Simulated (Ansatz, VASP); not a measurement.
**Two plane-wave programs on C**

POSCAR

```
C
1.0
    2.5031953718      0.0000000000      0.0000000000
   -1.2515976859      2.1678307826      0.0000000000
    0.0000000000      0.0000000000      4.1271805992
C
4
Direct
    0.3333333333      0.6666666667      0.0002398775
    0.6666666667      0.3333333333      0.5002398775
    0.3333333333      0.6666666667      0.3747601225
    0.6666666667      0.3333333333      0.8747601225
```

The input INCAR.step1:

```
ALGO     = Normal         # electronic algorithm
EDIFF    = 1E-4           # SCF threshold, eV
ENCUT    = 520            # plane-wave cutoff, eV
GGA      = PE             # functional
ISMEAR   = 0              # smearing method
LASPH    = True           # aspherical terms in the spheres
LCHARG   = False          # write CHGCAR
LREAL    = False          # projectors in reciprocal space
LWAVE    = True           # write WAVECAR
NBANDS   = 16             # bands
NELM     = 100            # most SCF steps
PREC     = Accurate       # precision mode
SIGMA    = 0.01           # smearing width, eV
```

The input INCAR.step2:

```
ALGO     = Normal         # electronic algorithm
EDIFF    = 1E-6           # SCF threshold, eV
ENCUT    = 520            # plane-wave cutoff, eV
ISIF     = 2              # what is computed and relaxed
ISMEAR   = 0              # smearing method
ISTART   = 1            
LASPH    = True           # aspherical terms in the spheres
LCHARG   = True           # write CHGCAR
LELF     = True           # ELF
LMIXTAU  = True         
LREAL    = False          # projectors in reciprocal space
LVHAR    = True         
LWAVE    = False          # write WAVECAR
METAGGA  = R2SCAN         # meta-GGA
NBANDS   = 16             # bands
NELM     = 100            # most SCF steps
PREC     = Accurate       # precision mode
SIGMA    = 0.01           # smearing width, eV
```

Contents of KPOINTS:

```
k-points
0
Gamma
  12 12 6
```

Input for Ansatz:

```yaml
crystal:
  lattice:
    - [2.5031953718, 0.0, 0.0]
    - [-1.2515976859, 2.1678307826, 0.0]
    - [0.0, 0.0, 4.1271805992]
  atoms:
    - { symbol: C, position: [0.3333333333, 0.6666666667, 0.0002398775] }
    - { symbol: C, position: [0.6666666667, 0.3333333333, 0.5002398775] }
    - { symbol: C, position: [0.3333333333, 0.6666666667, 0.3747601225] }
    - { symbol: C, position: [0.6666666667, 0.3333333333, 0.8747601225] }
kpoints:
  mp_grid: { grid: [12, 12, 6] }
  band_path:
    path:
      - [0.0, 0.0, 0.0]
      - [0.5, 0.0, 0.0]
      - [0.3333333333, 0.3333333333, 0.0]
      - [0.0, 0.0, 0.5]
      - [0.5, 0.0, 0.5]
      - [0.3333333333, 0.3333333333, 0.5]
    npoints: 1
hamiltonian:
  xc: r2scan
scf:
  occupations: { method: fixed }
  n_extra_bands: 5
output:
  forces: true
  stress: true
  eigenvalues: true
  write_density: true
  write_potential: true
  elf: true
  volumetric_format: npy
```

Change from the starting cell: uniaxial_z strain -1.0%.

Alike in both runs: task single point; functional r2SCAN; k mesh 12 × 12 × 6; no spin polarisation.

|  | VASP | Ansatz |
| --- | --- | --- |
| version | VASP 6.6.1 | Ansatz 0.2.0 |
| potentials or method | VASP PAW PBE potentials, release 64 (C) | plane waves, PAW |
| plane-wave cutoff (eV) | 520 | 500 |
| occupations | gaussian, width 0.01 eV | fixed |
| valence electrons in the cell | 16 | 16 |

```csv
,VASP,Ansatz,Ansatz less VASP
gap on the k mesh at the Fermi level (eV),3.53,3.57,+0.035
pressure (GPa),5.9,4.7,-1.12
"traceless stress, the component that is largest in VASP (GPa)",9.32,9.30,-0.020
rms of the force components (eV/Å),0.004,0.002,-0.0028
```

VASP's potentials were made for PBE, not for r2SCAN. Atom by atom the forces differ by 0.003 eV/Å (rms over components).
